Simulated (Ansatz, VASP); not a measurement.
## TiAl3 in VASP and in Ansatz

```
CELL_PARAMETERS angstrom
3.95567 0.00000 -0.29668
0.00000 3.95567 0.00000
-0.29668 0.00000 3.95567
ATOMIC_POSITIONS crystal
Ti 0.00000 0.00000 0.00000
Al 0.50000 0.50000 0.00000
Al 0.50000 0.00000 0.50000
Al 0.00000 0.50000 0.50000
```

Change from the starting cell: strain -0.1500 x Voigt [0, 0, 0, 0, 1, 0], atoms carried along.

Alike in both runs: task single point; functional r2SCAN; k mesh 12 × 12 × 12; occupations gaussian, width 0.15 eV; no spin polarisation.

|  | VASP | Ansatz |
| --- | --- | --- |
| version | VASP 6.6.1 | Ansatz 0.2.0 |
| potentials or method | VASP PAW PBE potentials, release 64 (Ti_sv, Al), cutoff 520 eV | scalar-relativistic, plane waves, PAW |
| valence electrons in the cell | 21 | 21 |

Ansatz gave:

- gap on the k mesh at the Fermi level (eV): none
- pressure (GPa): 3.6
- traceless stress, the component that is largest in VASP (GPa): 13.66

Problem. What did VASP give for the same quantities?

Solution. gap on the k mesh at the Fermi level (eV): none; pressure (GPa): 3.5; traceless stress, the component that is largest in VASP (GPa): 13.63.

VASP's potentials were made for PBE, not for r2SCAN. A gap of «none» marks a metal or a gap that the smearing closes. The functional is the same, so the differences come from potentials, cutoffs and numerics.
